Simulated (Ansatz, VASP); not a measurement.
## Ge: VASP beside Ansatz

INCAR

```
SYSTEM = Ge
PREC = Accurate
ENCUT = 600
EDIFF = 1E-7
ISMEAR = 0
SIGMA = 0.1
LREAL = .FALSE.
LASPH = .TRUE.
NELM = 80
ALGO = Normal
ISIF = 3
LWAVE = .FALSE.
LCHARG = .FALSE.
GGA = PS
IBRION = 2
NSW = 100
EDIFFG = -0.005
```

Contents of KPOINTS:

```
Automatic mesh
0
G
  14 14 14
  0 0 0
```

File POSCAR:

```
Ge
1.0
    0.0000000000      2.8289100000      2.8289100000
    2.8289100000      0.0000000000      2.8289100000
    2.8289100000      2.8289100000      0.0000000000
Ge
2
Direct
    0.0000000000      0.0000000000      0.0000000000
    0.2500000000      0.2500000000      0.2500000000
```

Input for Ansatz:

```yaml
crystal:
  lattice:
    - [0.0, 2.82891, 2.82891]
    - [2.82891, 0.0, 2.82891]
    - [2.82891, 2.82891, 0.0]
  atoms:
    - { symbol: Ge, position: [0.0, 0.0, 0.0] }
    - { symbol: Ge, position: [0.25, 0.25, 0.25] }
basis:
  ecutwfc: 420
kpoints:
  mp_grid: { grid: [14, 14, 14] }
hamiltonian:
  xc: pbesol
scf:
  occupations: { method: gaussian, width: 0.1 }
output:
  forces: true
  stress: true
  eigenvalues: true
  write_density: true
  write_potential: true
  elf: true
  volumetric_format: npy
relax:
  adjacent_minimum: "off"
  f_tol: 0.005
  max_steps: 80
  cell: { stress_tol: 0.05 }
```

Alike in both runs: task relaxation of cell and atoms; functional PBEsol; k mesh 14 × 14 × 14; occupations gaussian, width 0.1 eV; no spin polarisation.

|  | VASP | Ansatz |
| --- | --- | --- |
| version | VASP 6.6.1 | Ansatz 0.2.0 |
| potentials or method | VASP PAW PBE potentials, release 64 (Ge_d), cutoff 600 eV | scalar-relativistic, plane waves, PAW |
| valence electrons in the cell | 28 | 28 |

```tsv
	VASP	Ansatz	Ansatz less VASP
gap on the k mesh at the Fermi level, each at its own relaxed structure (eV)	none	none	-
relaxed volume (Å³/atom)	22.83	22.86	+0.024
relaxed length of the cell vector where the two differ most in proportion (Å)	4.012	4.013	+0.0014
```

VASP's potentials were made for PBE, not for PBEsol. A gap of «none» marks a metal or a gap that the smearing closes.
